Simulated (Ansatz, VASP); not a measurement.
Nb2SiO2 in VASP and in Ansatz

```xyz
5
Lattice="3.4669 0.0000 0.0000 -1.7334 3.0024 0.0000 0.0000 0.0000 6.3465" Properties=species:S:1:pos:R:3 pbc="T T T"
Nb    0.0000    2.0016    1.6874
Nb    1.7334    1.0008    4.6591
Si    0.0000    0.0000    0.0000
O     1.7334    1.0008    2.4515
O     0.0000    2.0016    3.8950
```

Alike in both runs: functional PBE; k mesh 4 × 4 × 2; occupations gaussian, width 0.15 eV; no spin polarisation.

Ansatz relaxed the structure, and its values are those at the end. VASP's run is a single point on that final structure, the one shown.

|  | VASP | Ansatz |
| --- | --- | --- |
| version | VASP 6.6.1 | Ansatz 0.2.0 |
| potentials or method | VASP PAW PBE potentials, release 64 (Nb_sv, Si, O), cutoff 600 eV | scalar-relativistic, plane waves, PAW |
| valence electrons in the cell | 42 | 42 |

VASP gave:

* gap on the k mesh at the Fermi level (eV): none
* pressure (GPa): 0.1
* rms of the force components (eV/Å): 0.012

Question: Estimate Ansatz's values.

Answer: gap on the k mesh at the Fermi level (eV): none; pressure (GPa): 0.4; rms of the force components (eV/Å): 0.010.

A gap of «none» marks a metal or a gap that the smearing closes.

The k mesh is coarse, so the values compare programs but aren't converged.
